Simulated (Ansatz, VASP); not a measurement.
# One calculation of Rh, two programs

File POSCAR:

```
Rh
1.0
    2.8019460665      0.0000000000      0.0000000000
   -1.4009730333      2.4265584669      0.0000000000
    0.0000000000      0.0000000000      4.5435668281
Rh
2
Direct
    0.6666666667      0.3333333333      0.7500000000
    0.3333333333      0.6666666667      0.2500000000
```

File INCAR.step1:

```
PREC = Accurate
ENCUT = 520
ISMEAR = -1
SIGMA = 0.2
LREAL = F
LASPH = T
NELM = 100
NBANDS = 22
GGA = PE
ALGO = Normal
EDIFF = 1E-4
LWAVE = T
LCHARG = F
```

The input INCAR.step2:

```
PREC = Accurate
ENCUT = 520
EDIFF = 1E-6
ISMEAR = -1
SIGMA = 0.2
LREAL = F
LASPH = T
NELM = 100
ALGO = Normal
ISIF = 2
LWAVE = F
LCHARG = T
METAGGA = R2SCAN
LMIXTAU = T
LELF = T
LVHAR = T
NBANDS = 22
ISTART = 1
```

KPOINTS

```
regular mesh
0
Gamma
  10 10 5
```

Input for Ansatz:

```yaml
crystal:
  lattice:
    - [2.8019460665130755, 0.0, 0.0]
    - [-1.4009730332565378, 2.4265584668910334, 0.0]
    - [0.0, 0.0, 4.543566828058971]
  atoms:
    - { symbol: Rh, position: [0.6666666666666666, 0.3333333333333333, 0.75] }
    - { symbol: Rh, position: [0.3333333333333333, 0.6666666666666666, 0.25] }
accuracy: low
basis:
  ecutwfc: 500.0
kpoints:
  mp_grid:
    grid: [10, 10, 5]
hamiltonian:
  xc: r2scan
scf:
  convergence:
    dr2_threshold: 1.0e-07
  mixing:
    algorithm: msr1
  occupations:
    method: fermi_dirac
    width: 0.2
output:
  stress: true
```

Alike in both runs: task single point; functional r2SCAN; k mesh 10 × 10 × 5; occupations fermi-dirac, width 0.2 eV; no spin polarisation.

```csv
,VASP,Ansatz
version,VASP 6.6.1,Ansatz 0.2.0
potentials or method,"VASP PAW PBE potentials, release 64 (Rh_pv), cutoff 520 eV","plane waves, PAW"
valence electrons in the cell,30,34
```

```csv
,VASP,Ansatz,Ansatz less VASP
pressure (GPa),-21.3,-21.9,-0.65
"traceless stress, the component that is largest in VASP (GPa)",-0.88,-0.89,-0.009
```

VASP's potentials were made for PBE, not for r2SCAN. VASP's potentials hold 30 valence electrons a cell and Ansatz's 34, so a difference there can come from the potentials and not from the codes. Ansatz's warnings: stress scf threshold loose, structure snapped to symmetry.
